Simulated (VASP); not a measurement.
# GaP (F-43m) in VASP: a series of runs

The runs below take GaP through dielectric tensor, vibrations by perturbation theory, elastic constants, with PBEsol, PBE.

Everything below comes from runs of VASP 6.6.1. Logs are shortened: lines on timing, memory, paths and dates and some standing lists are left out, and cuts for length are marked.

## 1. The cell of the first run

The structure is cubic, space group F-43m (No. 216). Conventional cell: a = 5.451 Å, b = 5.451 Å, c = 5.451 Å, α = 90.00°, β = 90.00°, γ = 90.00°. Ga (site symmetry -43m) has 4 P at 2.36 Å within 3.1 Å. Within 3.1 Å of P (site symmetry -43m) lie 4 Ga at 2.36 Å.

## 2. Dielectric tensor, PBEsol

Input file INCAR:

```
ALGO = Normal ; EDIFF = 1E-8
ENCUT = 520 ; GGA = PS
ISIF = 2 ; ISMEAR = 0
LASPH = True ; LCHARG = False
LEPSILON = True ; LREAL = False
LWAVE = False ; NELM = 60
PREC = Accurate ; SIGMA = 0.01
```

Input file KPOINTS:

```
k-points
0
Gamma
  8 8 8
```

Input file POSCAR:

```
GaP
1.0
    0.0000000000      2.7252500000      2.7252500000
    2.7252500000      0.0000000000      2.7252500000
    2.7252500000      2.7252500000      0.0000000000
Ga P
1 1
Direct
    0.0000000000      0.0000000000      0.0000000000
    0.7500000000      0.7500000000      0.7500000000
```

Potentials or basis: VASP PAW PBE potentials, release 64 (Ga_d, P).

Started as:

```
$ cat potpaw_PBE.64/Ga_d/POTCAR potpaw_PBE.64/P/POTCAR > POTCAR
$ mpirun -np 1 vasp_std > vasp.out
```

OUTCAR:

```text
EDIFF = 1E-8
   ENCUT = 520
   GGA = PS
   ISIF = 2
   ISMEAR = 0
   LASPH = True
   LEPSILON = True
   LREAL = False
   NELM = 60
   PREC = Accurate

 ion  position               nearest neighbor table
   1  0.000  0.000  0.000-   2 2.36   2 2.36   2 2.36   2 2.36
   2  0.750  0.750  0.750-   1 2.36   1 2.36   1 2.36   1 2.36

  LATTYP: Found a face centered cubic cell.
 ALAT       =     5.4505000000

  Lattice vectors:

 A1 = (   0.0000000000,   2.7252500000,   2.7252500000)
 A2 = (   2.7252500000,   0.0000000000,   2.7252500000)
 A3 = (   2.7252500000,   2.7252500000,   0.0000000000)

Analysis of symmetry for initial positions (statically):
[... 5 lines left out ...]
 face centered cubic supercell.

 Subroutine GETGRP returns: Found 24 space group operations
 (whereof 24 operations were pure point group operations)
 out of a pool of 48 trial point group operations.

The static configuration has the point symmetry T_d .

Analysis of symmetry for dynamics (positions and initial velocities):
[... 5 lines left out ...]
 face centered cubic supercell.

 Subroutine GETGRP returns: Found 24 space group operations
 (whereof 24 operations were pure point group operations)
 out of a pool of 48 trial point group operations.

The dynamic configuration has the point symmetry T_d .

 Subroutine INISYM returns: Found 24 space group operations
 (whereof 24 operations are pure point group operations),
 and found     1 'primitive' translations

----------------------------------------------------------------------------------------

                                     Primitive cell

  volume of cell :      40.4808

  direct lattice vectors                    reciprocal lattice vectors
     0.000000000  2.725250000  2.725250000    -0.183469406  0.183469406  0.183469406
     2.725250000  0.000000000  2.725250000     0.183469406 -0.183469406  0.183469406
     2.725250000  2.725250000  0.000000000     0.183469406  0.183469406 -0.183469406

  length of vectors
     3.854085511  3.854085511  3.854085511     0.317778334  0.317778334  0.317778334

  position of ions in fractional coordinates (direct lattice)
     0.000000000  0.000000000  0.000000000
     0.750000000  0.750000000  0.750000000

  ion indices of the primitive-cell ions
[... 524 lines left out ...]
     0.000000000  2.725250000  2.725250000    -0.183469406  0.183469406  0.183469406
     2.725250000  0.000000000  2.725250000     0.183469406 -0.183469406  0.183469406
     2.725250000  2.725250000  0.000000000     0.183469406  0.183469406 -0.183469406

 POSITION                                       TOTAL-FORCE (eV/Angst)
 -----------------------------------------------------------------------------------
      0.00000      0.00000      0.00000        -0.000000     -0.000000      0.000000
      4.08788      4.08788      4.08788         0.000000      0.000000     -0.000000
 -----------------------------------------------------------------------------------
    total drift:                               -0.000000     -0.000000     -0.000000

  FREE ENERGIE OF THE ION-ELECTRON SYSTEM (eV)
  ---------------------------------------------------
  free  energy   TOTEN  =        -9.9205588620 eV

  energy  without entropy=       -9.9205588620  energy(sigma->0) =       -9.92055886

 HEAD OF MICROSCOPIC STATIC DIELECTRIC TENSOR (INDEPENDENT PARTICLE, excluding Hartree and local field effects)
 ------------------------------------------------------
          12.229377    -0.000000     0.000000
          -0.000000    12.229377     0.000000
          -0.000000     0.000000    12.229377
 ------------------------------------------------------

 Free energy of the ion-electron system (eV)
  ---------------------------------------------------
  ---------------------------------------------------
  free energy    TOTEN  =        -1.26520283 eV

  energy without entropy =       -1.26520283

------------------------ aborting loop because EDIFF is reached ----------------------------------------

--------------------------------------- Ionic step        2  -------------------------------------------

------------------------ aborting loop because EDIFF is reached ----------------------------------------

--------------------------------------- Ionic step        3  -------------------------------------------

 Free energy of the ion-electron system (eV)
  ---------------------------------------------------
  ---------------------------------------------------
  free energy    TOTEN  =        -1.26520370 eV

  energy without entropy =       -1.26520370

------------------------ aborting loop because EDIFF is reached ----------------------------------------

 PIEZOELECTRIC TENSOR FIELD DIRECTION 3  (e Angst)
 -----------------------------------------------------------------------------
    -0.00073  2.04579  0.00000           (  0.00000  0.03461  0.00000)
     2.04579 -0.00073  0.00000           (  0.03461  0.00000  0.00000)
     0.00000  0.00000 -0.00042           (  0.00000  0.00000 -0.00000)

 PIEZOELECTRIC TENSOR FIELD DIRECTION 3  (C/m^2)
 -----------------------------------------------------------------------------
    -0.00029  0.80970  0.00000
     0.80970 -0.00029  0.00000
     0.00000  0.00000 -0.00016

 MACROSCOPIC STATIC DIELECTRIC TENSOR (including local field effects in DFT)
 ------------------------------------------------------
          11.599647     0.000000    -0.000000
          -0.000000    11.599647     0.000000
          -0.000000     0.000000    11.599647
 ------------------------------------------------------

 PIEZOELECTRIC TENSOR (including local field effects)  for field in x, y, z        (e  Angst)
          XX          YY          ZZ          XY          YZ          ZX
  --------------------------------------------------------------------------------
  x     0.00000    -0.00000    -0.00000     0.00000     2.05317     0.00000
  y     0.00000     0.00000    -0.00000     0.00000     0.00000     2.05317
  z     0.00000    -0.00000     0.00000     2.05317     0.00000     0.00000

 PIEZOELECTRIC TENSOR (including local field effects)  for field in x, y, z        (C/m^2)
          XX          YY          ZZ          XY          YZ          ZX
  --------------------------------------------------------------------------------
  x     0.00000    -0.00000    -0.00000     0.00000     0.81262     0.00000
  y     0.00000     0.00000    -0.00000     0.00000     0.00000     0.81262
  z     0.00000    -0.00000     0.00000     0.81262     0.00000     0.00000

 BORN EFFECTIVE CHARGES (including local field effects) (in |e|, cummulative output)
 ---------------------------------------------------------------------------------
 ion    1
    1     2.19945    -0.00000     0.00000
    2    -0.00000     2.19945    -0.00000
    3     0.00000     0.00000     2.19945
 ion    2
    1    -2.19945     0.00000    -0.00000
    2     0.00000    -2.19945     0.00000
    3    -0.00000    -0.00000    -2.19945
```

OSZICAR:

```text
N       E                     dE             d eps       ncg     rms          rms(c)
DAV:   1     0.797199793254E+02    0.79720E+02   -0.92963E+03   762   0.197E+03
[... 12 lines left out ...]
RMM:   7    -0.126471734289E+01    0.37769E-04   -0.84254E-05  4813   0.602E-02    0.684E-03
RMM:   8    -0.126525534183E+01   -0.53800E-03   -0.15309E-05  5045   0.237E-02    0.108E-03
RMM:   9    -0.126520556302E+01    0.49779E-04   -0.37791E-07  4946   0.918E-03    0.542E-04
RMM:  10    -0.126522197632E+01   -0.16413E-04    0.75203E-07  5068   0.342E-03    0.348E-04
RMM:  11    -0.126520927913E+01    0.12697E-04    0.32394E-07  5031   0.145E-03    0.149E-04
RMM:  12    -0.126520456492E+01    0.47142E-05    0.12822E-08  4755   0.567E-04    0.418E-05
RMM:  13    -0.126520449727E+01    0.67654E-07   -0.16574E-08  3655   0.222E-04    0.170E-05
RMM:  14    -0.126520369531E+01    0.80195E-06   -0.14860E-08  2037   0.999E-05    0.755E-06
```

stdout:

```text
POSCAR found type information on POSCAR GaP
 POSCAR found :  2 types and       2 ions
 scaLAPACK will be used
 -----------------------------------------------------------------------------
|                                                                             |
|                                                                             |
|     You enforced a specific xc type in the INCAR file but a different       |
[... 28 lines left out ...]
  Direction:   1
 dielectric tensor                  component  1 :    11.600     3.638     1.664
 Linear response to external field, progress :
  Direction:   2
 dielectric tensor                  component  2 :     3.541    11.600     1.566
 Linear response to external field, progress :
  Direction:   3
 dielectric tensor                  component  3 :     2.838     2.463    11.600
 Born effective charges drift removed
```

It took 4 min on 1 thread of Intel Xeon 6975P-C (Granite Rapids), shared host; peak memory 0.28 GiB.

What came out:

```
Band gap on the k mesh                  : 1.52 eV, indirect (least direct gap 1.75 eV)
Electronic dielectric tensor (diagonal) : 11.60
Born charges (mean of the diagonal)     : Ga +2.20; P -2.20 e
```

Levels at points of the mesh, in eV from the valence-band top:
```
           k point  band 6  band 7  band 8  band 9  band 10  band 11  band 12  band 13
(0.00, 0.00, 0.00)  -12.52    0.00    0.00    0.00     1.75     3.83     3.83     3.83
(0.50, 0.00, 0.00)  -10.43   -6.70   -1.13   -1.13     1.59     4.65     4.65     8.09
(0.50, 0.50, 0.00)   -9.52   -6.81   -2.71   -2.71     1.52     1.72    10.55    10.55
```

Electronic dielectric tensor:
```
11.60  0.00  0.00
 0.00 11.60  0.00
 0.00  0.00 11.60
```

Born effective charge tensors (e):
atom 1, Ga
```
2.20 0.00 0.00
0.00 2.20 0.00
0.00 0.00 2.20
```
atom 2, P
```
-2.20  0.00  0.00
 0.00 -2.20  0.00
 0.00  0.00 -2.20
```

 A hybrid or GW would open this gap; PBEsol tends to underestimate it.

## 3. Vibrations by perturbation theory, PBE

Input file INCAR:

```
  PREC = Accurate
  ENCUT = 520
  EDIFF = 1E-8
  ISMEAR = -1
  SIGMA = 0.05
  LREAL = False
  LASPH = True
  NELM = 60
  ALGO = Normal
  ISIF = 2
  LWAVE = False
  LCHARG = False
  GGA = PE
  IBRION = 8
  NSW = 1
```

Input file KPOINTS:

```
Automatic mesh
0
Gamma
  8 8 8
```

POSCAR is that of step 2.

Potentials or basis: VASP PAW PBE potentials, release 64 (Ga_d, P).

Started as:

```
$ cat potpaw_PBE.64/Ga_d/POTCAR potpaw_PBE.64/P/POTCAR > POTCAR
$ mpirun -np 1 vasp_std > vasp.out
```

OUTCAR:

```text
PREC = Accurate
   ENCUT = 520
   EDIFF = 1E-8
   ISMEAR = -1
   LREAL = False
   LASPH = True
   NELM = 60
   ISIF = 2
   GGA = PE
   IBRION = 8
   NSW = 1

 ion  position               nearest neighbor table
   1  0.000  0.000  0.000-   2 2.36   2 2.36   2 2.36   2 2.36
   2  0.750  0.750  0.750-   1 2.36   1 2.36   1 2.36   1 2.36

  LATTYP: Found a face centered cubic cell.
 ALAT       =     5.4505000000

  Lattice vectors:

 A1 = (   0.0000000000,   2.7252500000,   2.7252500000)
 A2 = (   2.7252500000,   0.0000000000,   2.7252500000)
 A3 = (   2.7252500000,   2.7252500000,   0.0000000000)

Analysis of symmetry for initial positions (statically):
[... 5 lines left out ...]
 face centered cubic supercell.

 Subroutine GETGRP returns: Found 24 space group operations
 (whereof 24 operations were pure point group operations)
 out of a pool of 48 trial point group operations.

The static configuration has the point symmetry T_d .

Analysis of symmetry for dynamics (positions and initial velocities):
[... 5 lines left out ...]
 face centered cubic supercell.

 Subroutine GETGRP returns: Found 24 space group operations
 (whereof 24 operations were pure point group operations)
 out of a pool of 48 trial point group operations.

The dynamic configuration has the point symmetry T_d .

 Subroutine INISYM returns: Found 24 space group operations
 (whereof 24 operations are pure point group operations),
 and found     1 'primitive' translations

----------------------------------------------------------------------------------------

                                     Primitive cell

  volume of cell :      40.4808

[... 554 lines left out ...]
 -----------------------------------------------------------------------------------
    total drift:                               -0.000002     -0.000002     -0.000002

  FREE ENERGIE OF THE ION-ELECTRON SYSTEM (eV)
  ---------------------------------------------------
  free  energy   TOTEN  =        -9.1161214350 eV

  energy  without entropy=       -9.1161214319  energy(sigma->0) =       -9.11612143

[... ionic steps 2 to 3 ...]

--------------------------------------- Ionic step        4  -------------------------------------------

------------------------ aborting loop because EDIFF is reached ----------------------------------------

[... ionic steps 5 to 6 ...]

--------------------------------------- Ionic step        7  -------------------------------------------

 Free energy of the ion-electron system (eV)
  ---------------------------------------------------
  ---------------------------------------------------
  free energy    TOTEN  =        -0.04790611 eV

  energy without entropy =       -0.04790611

------------------------ aborting loop because EDIFF is reached ----------------------------------------

 INTERNAL STRAIN TENSOR  FOR ION    2  DIRECTION 1   (eV/Angst):
 -----------------------------------------------------------------------------
    -0.00756  0.00000  0.00000
     0.00000  0.00561  7.43566
     0.00000  7.43566  0.00561

 INTERNAL STRAIN TENSOR FOR ION    2 for displacements in x,y,z  (eV/Angst):
          X           Y           Z          XY          YZ          ZX
  --------------------------------------------------------------------------------
  x     0.00000    -0.00000    -0.00000     0.00000     7.43566     0.00000
  y     0.00000     0.00000     0.00000     0.00000     0.00000     7.43566
  z    -0.00000    -0.00000     0.00000     7.43566     0.00000     0.00000

 SECOND DERIVATIVES (NOT SYMMETRIZED)
 ------------------------------------
               1X          1Y          1Z          2X          2Y          2Z
  1X   -10.003955    0.000000    0.000000   10.003955    0.000000    0.000000
  1Y     0.000000  -10.003955    0.000000    0.000000   10.003955    0.000000
  1Z     0.000000    0.000000  -10.003955    0.000000    0.000000   10.003955
  2X    10.014264    0.000000    0.000000  -10.014264    0.000000    0.000000
  2Y     0.000000   10.014264    0.000000    0.000000  -10.014264    0.000000
  2Z     0.000000    0.000000   10.014264    0.000000    0.000000  -10.014264

 Eigenvectors and eigenvalues of the dynamical matrix
 ----------------------------------------------------

   1 f  =   10.681029 THz    67.110882 2PiTHz  356.280764 cm-1    44.173165 meV
             X         Y         Z           dx          dy          dz
      0.000000  0.000000  0.000000     0.554416   -0.000000   -0.000000
      4.087875  4.087875  4.087875    -0.832240    0.000000   -0.000000
[... 21 lines left out ...]
   6 f/i=    0.002538 THz     0.015946 2PiTHz    0.084657 cm-1     0.010496 meV
             X         Y         Z           dx          dy          dz
      0.000000  0.000000  0.000000     0.732110    0.161707   -0.361232
      4.087875  4.087875  4.087875     0.487712    0.107725   -0.240643

--------------------------------------------------------------------------------------------------------

 ELASTIC MODULI CONTR FROM IONIC RELAXATION (kBar)
 Direction    XX          YY          ZZ          XY          YZ          ZX
 --------------------------------------------------------------------------------
 XX          -0.0000      0.0000      0.0000      0.0000     -0.0000     -0.0000
 YY           0.0000     -0.0000      0.0000      0.0000      0.0000     -0.0000
 ZZ           0.0000      0.0000     -0.0000     -0.0000      0.0000     -0.0000
 XY           0.0000      0.0000     -0.0000   -216.5964      0.0000     -0.0000
 YZ          -0.0000      0.0000      0.0000      0.0000   -216.5964     -0.0000
 ZX          -0.0000     -0.0000     -0.0000     -0.0000     -0.0000   -216.5964
 --------------------------------------------------------------------------------
```

OSZICAR:

```text
N       E                     dE             d eps       ncg     rms          rms(c)
DAV:   1     0.808342070989E+02    0.80834E+02   -0.93114E+03   762   0.198E+03
DAV:   2    -0.315261772954E+01   -0.83987E+02   -0.81147E+02   839   0.345E+02
DAV:   3    -0.926482971569E+01   -0.61122E+01   -0.60828E+01   929   0.756E+01
[... 45 lines left out ...]
RMM:   7    -0.479102900198E-01   -0.33086E-05    0.12715E-07  4894   0.394E-03    0.154E-03
RMM:   8    -0.479069071206E-01    0.33829E-05    0.24137E-07  4753   0.150E-03    0.779E-05
RMM:   9    -0.479060628998E-01    0.84422E-06   -0.34827E-08  4971   0.468E-04    0.771E-05
RMM:  10    -0.479060315029E-01    0.31397E-07    0.11697E-09  4763   0.162E-04    0.119E-05
RMM:  11    -0.479061004551E-01   -0.68952E-07    0.25529E-09  4952   0.613E-05    0.880E-06
RMM:  12    -0.479061099619E-01   -0.95068E-08    0.17169E-09  4837   0.246E-05    0.269E-06
 Linear response finished
```

stdout:

```text
POSCAR found type information on POSCAR GaP
 POSCAR found :  2 types and       2 ions
 scaLAPACK will be used
 LDA part: xc-table for (Slater+PW92), standard interpolation
 POSCAR, INCAR and KPOINTS ok, starting setup
 FFT: planning ... GRIDC
 FFT: planning ... GRID_SOFT
 FFT: planning ... GRID
 WAVECAR not read
 entering main loop
 Linear response reoptimize wavefunctions to high precision
 Linear response DOF=           2
 Linear response progress:
 first order change of Fermi-energy   0.83754E-03
 force on displaced ion       1 direction 1 : -10.004   0.000   0.000
 Linear response progress:
 first order change of Fermi-energy  -0.69155E-03
 force on displaced ion       2 direction 1 : -10.014   0.000   0.000
 Linear response finished
```

Wall time 4.6 min (1 thread of AMD EPYC 7R43 (Zen 3), shared host); peak memory 0.24 GiB.

What came out:

```
Highest phonon frequency at Γ, LO-TO splitting left out : 356 cm⁻¹
```

Phonon frequencies in cm⁻¹ (negative: imaginary):
```csv
q point,frequencies
"(0.000, 0.000, 0.000)",0 0 0 356 356 356
```

Caveat: the cell wasn't relaxed at this level first, which shifts response properties.

(Continued in part 2 of 3.)
